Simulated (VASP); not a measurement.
# SnSe (Pm-3m) in VASP: notebook

The runs below take SnSe through single point, with r2SCAN, PBE.

All numbers are computed with VASP 6.6.1; they aren't measurements. Logs are shortened: lines on timing, memory, paths and dates and some standing lists are left out, and cuts for length are marked.

## Step 1: The cell of the first run

The structure is cubic, space group Pm-3m (No. 221). The conventional cell has a = 3.665 Å, b = 3.665 Å, c = 3.665 Å, α = 90.00°, β = 90.00°, γ = 90.00°. Within 4.2 Å of Sn (site symmetry m-3m) lie 8 Se at 3.17 Å and 6 Sn at 3.67 Å. Se (site symmetry m-3m) has 8 Sn at 3.17 Å and 6 Se at 3.67 Å within 4.2 Å.

## Step 2: Single point, r2SCAN

The input, POSCAR:

```
SnSe
1.0
    3.6653564517      0.0000000000      0.0000000000
    0.0000000000      3.6653564517      0.0000000000
    0.0000000000      0.0000000000      3.6653564517
Sn Se
1 1
Direct
    0.0000000000      0.0000000000      0.0000000000
    0.5000000000      0.5000000000      0.5000000000
```

The input, INCAR.step1:

```
SYSTEM = SnSe
ALGO = Normal
EDIFF = 1E-4
ENCUT = 520
GGA = PE
ISMEAR = -1
LASPH = .True.
LCHARG = .False.
LREAL = .False.
LWAVE = .True.
NBANDS = 17
NELM = 80
PREC = Accurate
SIGMA = 0.02
```

The input, INCAR.step2:

```
SYSTEM = SnSe
ALGO = Normal
EDIFF = 1E-7
ENCUT = 520
ISIF = 2
ISMEAR = -1
ISTART = 1
LASPH = .True.
LCHARG = .False.
LMIXTAU = .True.
LREAL = .False.
LWAVE = .False.
METAGGA = R2SCAN
NBANDS = 17
NELM = 80
PREC = Accurate
SIGMA = 0.02
```

The input, KPOINTS:

```
k-points
0
Gamma
  6 6 6
  0 0 0
```

Potentials or basis: VASP PAW PBE potentials, release 64 (Sn_d, Se).

Started as:

```bash
$ cat potpaw_PBE.64/Sn_d/POTCAR potpaw_PBE.64/Se/POTCAR > POTCAR
$ cp INCAR.step1 INCAR
$ mpirun -np 1 vasp_std > vasp.out
$ cp INCAR.step2 INCAR
$ mpirun -np 1 vasp_std > vasp.out
```

OUTCAR:

```text
SYSTEM = SnSe
   EDIFF = 1E-7
   ENCUT = 520
   ISIF = 2
   ISMEAR = -1
   ISTART = 1
   LASPH = .True.
   LREAL = .False.
   METAGGA = R2SCAN
   NELM = 80
   PREC = Accurate

 ion  position               nearest neighbor table
   1  0.000  0.000  0.000-   2 3.17   2 3.17   2 3.17   2 3.17   2 3.17   2 3.17   2 3.17   2 3.17

   2  0.500  0.500  0.500-   1 3.17   1 3.17   1 3.17   1 3.17   1 3.17   1 3.17   1 3.17   1 3.17

  LATTYP: Found a simple cubic cell.
 ALAT       =     3.6653564517

  Lattice vectors:

 A1 = (   3.6653564517,   0.0000000000,   0.0000000000)
 A2 = (   0.0000000000,   3.6653564517,   0.0000000000)
 A3 = (   0.0000000000,   0.0000000000,   3.6653564517)

Analysis of symmetry for initial positions (statically):
=====================================================================
 Subroutine PRICEL returns:
 Original cell was already a primitive cell.

 Routine SETGRP: Setting up the symmetry group for a
 simple cubic supercell.

 Subroutine GETGRP returns: Found 48 space group operations
 (whereof 48 operations were pure point group operations)
 out of a pool of 48 trial point group operations.

The static configuration has the point symmetry O_h .

Analysis of symmetry for dynamics (positions and initial velocities):
=====================================================================
 Subroutine PRICEL returns:
 Original cell was already a primitive cell.

 Routine SETGRP: Setting up the symmetry group for a
 simple cubic supercell.

 Subroutine GETGRP returns: Found 48 space group operations
 (whereof 48 operations were pure point group operations)
 out of a pool of 48 trial point group operations.

The dynamic configuration has the point symmetry O_h .

 Subroutine INISYM returns: Found 48 space group operations
 (whereof 48 operations are pure point group operations),
 and found     1 'primitive' translations

----------------------------------------------------------------------------------------

                                     Primitive cell

  volume of cell :      49.2435

  direct lattice vectors                    reciprocal lattice vectors
     3.665356452  0.000000000  0.000000000     0.272824762  0.000000000  0.000000000
     0.000000000  3.665356452  0.000000000     0.000000000  0.272824762  0.000000000
     0.000000000  0.000000000  3.665356452     0.000000000  0.000000000  0.272824762

  length of vectors
     3.665356452  3.665356452  3.665356452     0.272824762  0.272824762  0.272824762

  position of ions in fractional coordinates (direct lattice)
[... 74 lines left out ...]
   EDIFF  = 0.1E-06   stopping-criterion for ELM
   LREAL  =      F    real-space projection
   EDIFFG = 0.1E-05   stopping-criterion for IOM
   NSW    =      0    number of steps for IOM
   IBRION =     -1    ionic relax: 0-MD 1-quasi-New 2-CG
   NFREE  =      0    steps in history (QN), initial steepest desc. (CG)
   ISIF   =      2    stress and relaxation
   ISYM   =      2    0-nonsym 1-usesym 2-fastsym
   POTIM  = 0.5000    time-step for ionic-motion
   TEBEG  =    0.0;   TEEND  =   0.0 temperature during run
   PSTRESS=    0.0 pullay stress
   NELECT =      20.0000    total number of electrons
   NUPDOWN=      -1.0000    fix difference up-down
   EMIN   =  10.00;   EMAX   =-10.00  energy-range for DOS
   EFERMI =   0.00;   METHOD = LEGACY
   ISMEAR =    -1;   SIGMA  =   0.02  broadening in eV -4-tet -1-fermi 0-gaus
   EFERMI_NEDOS =   21; number of points for ismear=-14 and -15
   IALGO  =     38    algorithm
   IMIX   =      4    mixing-type and parameters
     AMIX     =   0.40;   BMIX     =  1.00
     AMIX_MAG =   1.60;   BMIX_MAG =  1.00
  volume/ion in A,a.u.               =      24.62       166.16
  Fermi-wavevector in a.u.,A,eV,Ry     =   1.212370  2.291048 19.998410  1.469842
  Thomas-Fermi vector in A             =   2.347856
   LORBIT       =      0    0 simple, 1 ext, 2 COOP (PROOUT), +10 PAW based schemes
   METAGGA = R2SCAN    functional components
   LHFCALC =     F    Hartree Fock is set to
   AEXX    =    0.0000 exact exchange contribution
   IVDW    =     0    specifies the selected vdW correction
   LEPSILON=     F    determine dielectric tensor
   LRPA    =     F    only Hartree local field effects (RPA)
 non-spin polarized calculation
  energy-cutoff  :      520.00
  volume of cell :       49.24
 maximum number of plane-waves:      1357
 NGX is ok and might be reduce to    28
   NGX = 13   NGY = 13   NGZ = 13

 number of electron      19.9999988 magnetization

 Free energy of the ion-electron system (eV)
  ---------------------------------------------------
  ext. energy  EPLUGINS =         0.00000000
  ---------------------------------------------------
  free energy    TOTEN  =       -39.27700393 eV

  energy without entropy =      -39.27500117  energy(sigma->0) =      -39.27600255

 E-fermi :   6.1488     XC(G=0): -10.8249

 val. band max:        6.1166400305   @ k =   0.3333   0.1667   0.0000
 cond. band min:       6.4115298667   @ k =   0.5000   0.0000   0.0000
 fundamental gap:      0.2948898362
 Fermi energy:         6.1488294997

 k-point     1 :       0.0000    0.0000    0.0000
  band No.  band energies     occupation
      1     -16.1329      2.00000
      2     -16.1329      2.00000
      3     -16.0545      2.00000
      4     -16.0545      2.00000
      5     -16.0545      2.00000
      6      -8.0930      2.00000
[... 377 lines left out ...]
      4     -16.0338      2.00000
      5     -16.0338      2.00000
      6      -5.8761      2.00000
[... 9 lines left out ...]
     16      21.2948      0.00000
     17      24.7830      0.00000

------------------------ aborting loop because EDIFF is reached ----------------------------------------

  FORCE on cell =-STRESS in cart. coord.  units (eV):
  Direction    XX          YY          ZZ          XY          YZ          ZX
  --------------------------------------------------------------------------------------
  -------------------------------------------------------------------------------------
  Total       -0.0025373     -0.0025373     -0.0025373     -0.0000000     -0.0000000     -0.0000000
  in kB       -0.0825536     -0.0825536     -0.0825536     -0.0000000     -0.0000000     -0.0000000
  external PRESSURE =      -0.0825536 kB  Pullay stress =       0.0000000 kB

 VOLUME and BASIS-vectors are now :
 -----------------------------------------------------------------------------
  energy-cutoff  :      520.00
  volume of cell :       49.24
      direct lattice vectors                 reciprocal lattice vectors
     3.665356452  0.000000000  0.000000000     0.272824762  0.000000000  0.000000000
     0.000000000  3.665356452  0.000000000     0.000000000  0.272824762  0.000000000
     0.000000000  0.000000000  3.665356452     0.000000000  0.000000000  0.272824762

 POSITION                                       TOTAL-FORCE (eV/Angst)
 -----------------------------------------------------------------------------------
      0.00000      0.00000      0.00000         0.000000      0.000000      0.000000
      1.83268      1.83268      1.83268         0.000000      0.000000      0.000000
 -----------------------------------------------------------------------------------
    total drift:                               -0.000000      0.000000     -0.000000

  FREE ENERGIE OF THE ION-ELECTRON SYSTEM (eV)
  ---------------------------------------------------
  free  energy   TOTEN  =       -39.2770039300 eV

  energy  without entropy=      -39.2750011658  energy(sigma->0) =      -39.27600255
```

Run time: 31 s. Hardware: 1 thread of Intel Xeon 6975P-C (Granite Rapids), shared host; peak memory 0.16 GiB.

Results:

```
Free energy            : -39.2770 eV
Pressure               : 0.0 GPa
Band gap on the k mesh : zero (band 10 reaches 6.55 eV, above the bottom of band 11 at 5.22 eV)
```

Levels at points of the mesh, in eV from the Fermi level:
```tsv
k point	band 6	band 7	band 8	band 9	band 10	band 11	band 12	band 13	band 14	band 15
(0.00, 0.00, 0.00)	-14.24	-5.67	-1.98	-1.98	-1.98	4.98	4.98	6.51	6.51	6.51
(0.50, 0.00, 0.00)	-13.18	-8.60	-0.65	-0.65	0.26	0.60	3.33	3.33	7.05	8.21
(0.50, 0.50, 0.00)	-12.45	-6.16	-5.15	-5.15	-0.21	4.51	4.51	5.05	7.21	9.08
(0.50, 0.50, 0.50)	-12.02	-4.52	-3.09	-3.09	-3.09	-0.93	-0.93	-0.93	15.15	15.15
```

Caveat: the PAW data sets were made with another functional, which shifts forces and pressure a little; spin-orbit coupling is left out, which moves the levels of the heavy elements.

## Step 3: Single point, PBE

This run uses another cell than the first one, of 25.03 Å³/atom, 1.017 times its volume.

The input, INCAR:

```
SYSTEM = SnSe
ALGO = Normal
EDIFF = 1E-7
ENCUT = 520
GGA = PE
ISIF = 2
ISMEAR = -1
LASPH = .TRUE.
LCHARG = .TRUE.
LELF = .TRUE.
LREAL = .FALSE.
LVHAR = .TRUE.
LWAVE = .FALSE.
NBANDS = 17
NELM = 80
PREC = Accurate
SIGMA = 0.02
```

The input, KPOINTS:

```
k-points
0
G
  8 8 8
  0 0 0
```

The input, POSCAR:

```
SnSe
1.0
    3.6857380259      0.0000000000      0.0000000000
    0.0000000000      3.6857380259      0.0000000000
    0.0000000000      0.0000000000      3.6857380259
Sn Se
1 1
Direct
    0.0000000000      0.0000000000      0.0000000000
    0.5000000000      0.5000000000      0.5000000000
```

Potentials or basis: VASP PAW PBE potentials, release 64 (Sn_d, Se).

Started as:

```bash
$ cat potpaw_PBE.64/Sn_d/POTCAR potpaw_PBE.64/Se/POTCAR > POTCAR
$ mpirun -np 1 vasp_std > vasp.out
```

It took 10 s on 1 thread of Intel Xeon 6975P-C (Granite Rapids), shared host; peak memory 0.17 GiB.

Results (log left out):

```
Free energy            : -7.7120 eV
Pressure               : 0.0 GPa
Band gap on the k mesh : zero (band 10 reaches 6.38 eV, above the bottom of band 11 at 5.10 eV)
```

Levels at points of the mesh, in eV from the Fermi level:
```
           k point  band 6  band 7  band 8  band 9  band 10  band 11  band 12  band 13  band 14  band 15
(0.00, 0.00, 0.00)  -13.56   -5.70   -1.77   -1.77    -1.77     4.48     4.48     6.06     6.06     6.06
(0.50, 0.00, 0.00)  -12.58   -8.24   -0.51   -0.51    -0.04     0.45     3.15     3.15     6.48     7.53
(0.50, 0.50, 0.00)  -11.92   -6.01   -4.86   -4.86    -0.10     4.13     4.13     4.76     6.52     8.62
(0.50, 0.50, 0.50)  -11.53   -4.47   -2.88   -2.88    -2.88    -0.99    -0.99    -0.99    13.95    13.95
```

Caveat: spin-orbit coupling is left out, which moves the levels of the heavy elements.
